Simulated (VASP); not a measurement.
# Ni (Fm-3m) in VASP: single point with r2SCAN

Aim: the single point of Ni with r2SCAN.

Program: VASP 6.6.1. These are calculated values, not measurements. Logs are shortened: lines on timing, memory, paths and dates and some standing lists are left out, and cuts for length are marked.

### 1 The cell of the first run

The structure is cubic, space group Fm-3m (No. 225). Conventional cell: a = 3.524 Å, b = 3.524 Å, c = 3.524 Å, α = 90.00°, β = 90.00°, γ = 90.00°. Within 3.3 Å of Ni (site symmetry m-3m) lie 12 Ni at 2.49 Å.

### 2 Single point, r2SCAN, collinear spin, ferromagnetic start

POSCAR reads:

```
Ni
1.0
    0.0000000000      1.7619350000      1.7619350000
    1.7619350000      0.0000000000      1.7619350000
    1.7619350000      1.7619350000      0.0000000000
Ni
1
Direct
    0.0000000000      0.0000000000      0.0000000000
```

INCAR.step1 reads:

```
SYSTEM = Ni
PREC = Accurate
ENCUT = 520
ISMEAR = -1
SIGMA = 0.1
LREAL = .FALSE.
LASPH = .TRUE.
NELM = 150
ISPIN = 2
MAGMOM = 1
LMAXMIX = 4
NBANDS = 15
GGA = PE
ALGO = Normal
EDIFF = 1E-4
LWAVE = .TRUE.
LCHARG = .FALSE.
```

INCAR.step2 reads:

```
SYSTEM = Ni
PREC = Accurate
ENCUT = 520
EDIFF = 1E-7
ISMEAR = -1
SIGMA = 0.1
LREAL = .FALSE.
LASPH = .TRUE.
NELM = 150
ALGO = Normal
ISIF = 2
LWAVE = .FALSE.
LCHARG = .FALSE.
ISPIN = 2
MAGMOM = 1
LORBIT = 11
LMAXMIX = 4
METAGGA = R2SCAN
LMIXTAU = .TRUE.
NBANDS = 15
ISTART = 1
```

KPOINTS reads:

```
regular mesh
0
G
  19 19 19
  0 0 0
```

Potentials or basis: VASP PAW PBE potentials, release 64 (Ni).

On the command line:

```
> cat potpaw_PBE.64/Ni/POTCAR > POTCAR
> cp INCAR.step1 INCAR
> mpirun -np 1 vasp_std > vasp.out
> cp INCAR.step2 INCAR
> mpirun -np 1 vasp_std > vasp.out
```

OUTCAR:

```text
SYSTEM = Ni
   PREC = Accurate
   ENCUT = 520
   EDIFF = 1E-7
   ISMEAR = -1
   LREAL = .FALSE.
   LASPH = .TRUE.
   NELM = 150
   ISIF = 2
   ISPIN = 2
   LORBIT = 11
   METAGGA = R2SCAN
   ISTART = 1

 ion  position               nearest neighbor table
   1  0.000  0.000  0.000-

  LATTYP: Found a face centered cubic cell.
 ALAT       =     3.5238700000

  Lattice vectors:

 A1 = (   0.0000000000,   1.7619350000,   1.7619350000)
 A2 = (   1.7619350000,   0.0000000000,   1.7619350000)
 A3 = (   1.7619350000,   1.7619350000,   0.0000000000)

Analysis of symmetry for initial positions (statically):
=====================================================================
 Subroutine PRICEL returns:
 Original cell was already a primitive cell.

 Routine SETGRP: Setting up the symmetry group for a
 face centered cubic supercell.

 Subroutine GETGRP returns: Found 48 space group operations
 (whereof 48 operations were pure point group operations)
 out of a pool of 48 trial point group operations.

The static configuration has the point symmetry O_h .

Analysis of symmetry for dynamics (positions and initial velocities):
=====================================================================
 Subroutine PRICEL returns:
 Original cell was already a primitive cell.

 Routine SETGRP: Setting up the symmetry group for a
 face centered cubic supercell.

 Subroutine GETGRP returns: Found 48 space group operations
 (whereof 48 operations were pure point group operations)
 out of a pool of 48 trial point group operations.

The dynamic configuration has the point symmetry O_h .

Analysis of structural, dynamic, and magnetic symmetry:
=====================================================================
 Subroutine PRICEL returns:
 Original cell was already a primitive cell.

 Routine SETGRP: Setting up the symmetry group for a
 face centered cubic supercell.

 Subroutine GETGRP returns: Found 48 space group operations
 (whereof 48 operations were pure point group operations)
 out of a pool of 48 trial point group operations.

The overall configuration has the point symmetry O_h .

 Subroutine INISYM returns: Found 48 space group operations
 (whereof 48 operations are pure point group operations),
 and found     1 'primitive' translations

----------------------------------------------------------------------------------------

                                     Primitive cell

  volume of cell :      10.9396

  direct lattice vectors                    reciprocal lattice vectors
     0.000000000  1.761935000  1.761935000    -0.283778914  0.283778914  0.283778914
     1.761935000  0.000000000  1.761935000     0.283778914 -0.283778914  0.283778914
     1.761935000  1.761935000  0.000000000     0.283778914  0.283778914 -0.283778914

  length of vectors
     2.491752373  2.491752373  2.491752373     0.491519496  0.491519496  0.491519496

  position of ions in fractional coordinates (direct lattice)
     0.000000000  0.000000000  0.000000000

  ion indices of the primitive-cell ions
   primitive index   ion index
                 1           1

----------------------------------------------------------------------------------------

 KPOINTS: regular mesh

Automatic generation of k-mesh.
 Grid dimensions read from file:
 generate k-points for:   19   19   19

 Generating k-lattice:

  Cartesian coordinates                     Fractional coordinates (reciprocal lattice)
    -0.014935732  0.014935732  0.014935732     0.052631579  0.000000000  0.000000000
     0.014935732 -0.014935732  0.014935732     0.000000000  0.052631579  0.000000000
     0.014935732  0.014935732 -0.014935732     0.000000000  0.000000000  0.052631579

  Length of vectors
     0.025869447  0.025869447  0.025869447

  Shift w.r.t. Gamma in fractional coordinates (k-lattice)
     0.000000000  0.000000000  0.000000000

 Subroutine IBZKPT returns following result:
 ===========================================

 Found    220 irreducible k-points:

 Following reciprocal coordinates:
            Coordinates               Weight
  0.000000  0.000000  0.000000      1.000000
  0.052632  0.000000  0.000000      8.000000
  0.105263  0.000000  0.000000      8.000000
  0.157895  0.000000  0.000000      8.000000
  0.210526  0.000000  0.000000      8.000000
  0.263158  0.000000  0.000000      8.000000
[... 16 lines left out ...]
 -0.315789  0.052632  0.000000     24.000000
 -0.263158  0.052632  0.000000     24.000000
 [... further k-points ...]
   k-points           NKPTS =    220   k-points in BZ     NKDIM =    220   number of bands    NBANDS=     15
   number of dos      NEDOS =    301   number of ions     NIONS =      1
   total plane-waves  NPLWV =   8000
   dimension x,y,z NGX =    20 NGY =   20 NGZ =   20
   dimension x,y,z NGXF=    40 NGYF=   40 NGZF=   40
   ions per type =               1
   NGX,Y,Z   is equivalent  to a cutoff of  13.34, 13.34, 13.34 a.u.
   NGXF,Y,Z  is equivalent  to a cutoff of  26.69, 26.69, 26.69 a.u.
 SYSTEM =  Ni
   PREC   = accura    normal or accurate (medium, high low for compatibility)
   ISTART =      1    job   : 0-new  1-cont  2-samecut
   ICHARG =      0    charge: 1-file 2-atom 10-const
   ISPIN  =      2    spin polarized calculation?
   LNONCOLLINEAR =      F non collinear calculations
   LSORBIT =      F    spin-orbit coupling
   LASPH  =      T    aspherical Exc in radial PAW
   ENCUT  =  520.0 eV  38.22 Ry    6.18 a.u.   4.63  4.63  4.63*2*pi/ulx,y,z
   NELM   =    150;   NELMIN=  2; NELMDL=  0     # of ELM steps
   EDIFF  = 0.1E-06   stopping-criterion for ELM
   LREAL  =      F    real-space projection
   EDIFFG = 0.1E-05   stopping-criterion for IOM
   NSW    =      0    number of steps for IOM
   IBRION =     -1    ionic relax: 0-MD 1-quasi-New 2-CG
   NFREE  =      0    steps in history (QN), initial steepest desc. (CG)
   ISIF   =      2    stress and relaxation
   ISYM   =      2    0-nonsym 1-usesym 2-fastsym
   POTIM  = 0.5000    time-step for ionic-motion
   TEBEG  =    0.0;   TEEND  =   0.0 temperature during run
   PSTRESS=    0.0 pullay stress
   NELECT =      10.0000    total number of electrons
   NUPDOWN=      -1.0000    fix difference up-down
   EMIN   =  10.00;   EMAX   =-10.00  energy-range for DOS
   EFERMI =   0.00;   METHOD = LEGACY
   ISMEAR =    -1;   SIGMA  =   0.10  broadening in eV -4-tet -1-fermi 0-gaus
   EFERMI_NEDOS =   21; number of points for ismear=-14 and -15
   IALGO  =     38    algorithm
   IMIX   =      4    mixing-type and parameters
     AMIX     =   0.40;   BMIX     =  1.00
     AMIX_MAG =   1.60;   BMIX_MAG =  1.00
  volume/ion in A,a.u.               =      10.94        73.82
  Fermi-wavevector in a.u.,A,eV,Ry     =   1.588821  3.002436 34.345893  2.524352
  Thomas-Fermi vector in A             =   2.687765
   LORBIT       =     11    0 simple, 1 ext, 2 COOP (PROOUT), +10 PAW based schemes
   METAGGA = R2SCAN    functional components
   LHFCALC =     F    Hartree Fock is set to
   AEXX    =    0.0000 exact exchange contribution
   IVDW    =     0    specifies the selected vdW correction
   LEPSILON=     F    determine dielectric tensor
   LRPA    =     F    only Hartree local field effects (RPA)
 spin polarized calculation
  energy-cutoff  :      520.00
  volume of cell :       10.94
 maximum number of plane-waves:       306
   NGX =  9   NGY =  9   NGZ =  9

 number of electron      10.0000010 magnetization       0.7217670

 Free energy of the ion-electron system (eV)
  ---------------------------------------------------
  ext. energy  EPLUGINS =         0.00000000
  ---------------------------------------------------
  free energy    TOTEN  =       -11.95513803 eV

  energy without entropy =      -11.91287374  energy(sigma->0) =      -11.93400588

 E-fermi :   9.2335     XC(G=0): -14.3472

 val. band max:        9.2212245979   @ k =   0.3684   0.2632   0.0000
 cond. band min:       9.2336002396   @ k =   0.3684   0.3158   0.0000
 fundamental gap:      0.0123756417
 Fermi energy:         9.2334966695

 spin component 1

 k-point     1 :       0.0000    0.0000    0.0000
  band No.  band energies     occupation
      1      -0.1223      1.00000
      2       6.3247      1.00000
      3       6.3247      1.00000
      4       6.3247      1.00000
      5       7.6002      1.00000
      6       7.6002      1.00000
      7      33.7334      0.00000
      8      37.8405      0.00000
      9      37.8405      0.00000
     10      37.8407      0.00000
     11      40.4445      0.00000
     12      40.4445      0.00000
     13      40.4445      0.00000
     14      43.9127      0.00000
     15      50.3132      0.00000
[... 397 lines left out ...]
 k-point    24 :      -0.2632    0.0526    0.0000
  band No.  band energies     occupation
      1       2.7274      1.00000
      2       6.0408      1.00000
      3       6.5630      1.00000
      4       6.6069      1.00000
      5       7.5811      1.00000
      6       7.8989      1.00000
      7      22.5149      0.00000
      8      31.7979      0.00000
      9      35.0147      0.00000
     10      37.1412      0.00000
     11      39.0205      0.00000
     12      40.4294      0.00000
     13      44.3717      0.00000
     14      47.3963      0.00000
     15      49.4727      0.00000

 [... further k-points ...]

 spin component 2

 k-point     1 :       0.0000    0.0000    0.0000
  band No.  band energies     occupation
      1      -0.3768      1.00000
      2       7.6468      1.00000
      3       7.6468      1.00000
      4       7.6469      1.00000
      5       8.3541      0.99985
      6       8.3541      0.99985
      7      33.4664      0.00000
      8      37.9484      0.00000
      9      37.9486      0.00000
     10      37.9486      0.00000
     11      40.7428      0.00000
     12      40.7429      0.00000
     13      40.7429      0.00000
     14      43.9821      0.00000
     15      50.9070      0.00000
[... 397 lines left out ...]
 k-point    24 :      -0.2632    0.0526    0.0000
  band No.  band energies     occupation
      1       2.6018      1.00000
      2       7.0794      1.00000
      3       7.6007      1.00000
      4       7.6406      1.00000
      5       8.6511      0.99705
      6       8.9553      0.94170
      7      22.7676      0.00000
      8      31.8708      0.00000
      9      35.0888      0.00000
     10      37.4117      0.00000
     11      39.2083      0.00000
     12      40.5654      0.00000
     13      44.5906      0.00000
     14      47.7336      0.00000
     15      50.2318      0.00000

 [... further k-points ...]
[... 5 lines left out ...]
  --------------------------------------------------------------------------------------
  -------------------------------------------------------------------------------------
  Total       -0.5000857     -0.5000857     -0.5000857      0.0000000     -0.0000000      0.0000000
  in kB      -73.2411798    -73.2411798    -73.2411798      0.0000000     -0.0000000      0.0000000
  external PRESSURE =     -73.2411798 kB  Pullay stress =       0.0000000 kB

 VOLUME and BASIS-vectors are now :
 -----------------------------------------------------------------------------
  energy-cutoff  :      520.00
  volume of cell :       10.94
      direct lattice vectors                 reciprocal lattice vectors
     0.000000000  1.761935000  1.761935000    -0.283778914  0.283778914  0.283778914
     1.761935000  0.000000000  1.761935000     0.283778914 -0.283778914  0.283778914
     1.761935000  1.761935000  0.000000000     0.283778914  0.283778914 -0.283778914

 POSITION                                       TOTAL-FORCE (eV/Angst)
 -----------------------------------------------------------------------------------
      0.00000      0.00000      0.00000        -0.000000     -0.000000      0.000000
 -----------------------------------------------------------------------------------
    total drift:                               -0.000000     -0.000000     -0.000000

  FREE ENERGIE OF THE ION-ELECTRON SYSTEM (eV)
  ---------------------------------------------------
  free  energy   TOTEN  =       -11.9551380308 eV

  energy  without entropy=      -11.9128737361  energy(sigma->0) =      -11.93400588

 total charge

# of ion       s       p       d       tot
------------------------------------------
    1        0.511   0.513   8.311   9.335

 magnetization (x)

# of ion       s       p       d       tot
------------------------------------------
    1       -0.010  -0.042   0.798   0.746
```

Wall time 6.3 min (1 thread of AMD EPYC 7R43 (Zen 3), shared host); peak memory 0.14 GiB.

What came out:

```yaml
Free_energy: -11.9551 eV
Pressure: -7.3 GPa
Net_moment: 0.72 μB per cell
Site_moments: Ni +0.75 μB
Valence_electrons_inside_the_program's_atomic_spheres: Ni 9.34
```

Levels at points of the mesh, in eV from the Fermi level:
Spin up:
```
           k point  band 1  band 2  band 3  band 4  band 5  band 6  band 7  band 8  band 9  band 10
(0.00, 0.00, 0.00)   -9.36   -2.91   -2.91   -2.91   -1.63   -1.63   24.50   28.61   28.61    28.61
```
Spin down:
```csv
k point,band 2,band 3,band 4,band 5,band 6,band 7
"(0.00, 0.00, 0.00)",-1.59,-1.59,-1.59,-0.88,-0.88,24.23
```

Caveat: the PAW data sets were made with another functional, which shifts forces and pressure a little.
